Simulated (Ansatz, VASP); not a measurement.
**Two plane-wave programs on Be3Se2S**

```
Be Se S
1.0
    -1.79732    1.79732    7.60423
     1.79732   -1.79732    7.60423
     1.79732    1.79732   -7.60423
Be Se S
3 2 1
Direct
  0.75000 0.25000 0.50000
  0.07729 0.57729 0.50000
  0.42271 0.92271 0.50000
  0.66379 0.66379 0.00000
  0.33621 0.33621 0.00000
  0.00000 0.00000 0.00000
```

Alike in both runs: task relaxation of cell and atoms; functional PBE; k mesh 10 × 10 × 10; occupations gaussian, width 0.02 eV; no spin polarisation.

|  | VASP | Ansatz |
| --- | --- | --- |
| version | VASP 6.6.1 | Ansatz 0.2.0 |
| potentials or method | VASP PAW PBE potentials, release 64 (Be, Se, S), cutoff 600 eV | scalar-relativistic, plane waves, PAW |
| valence electrons in the cell | 24 | 44 |

Ansatz gave:

- gap on the k mesh at the Fermi level, each at its own relaxed structure (eV): 2.72
- relaxed volume (Å³/atom): 16.36
- relaxed length of the cell vector where the two differ most in proportion (Å): 8.024

Q: Which values does VASP return?

A: gap on the k mesh at the Fermi level, each at its own relaxed structure (eV): 2.72; relaxed volume (Å³/atom): 16.39; relaxed length of the cell vector where the two differ most in proportion (Å): 8.024.

VASP's potentials hold 24 valence electrons a cell and Ansatz's 44, so a difference there can come from the potentials and not from the codes.
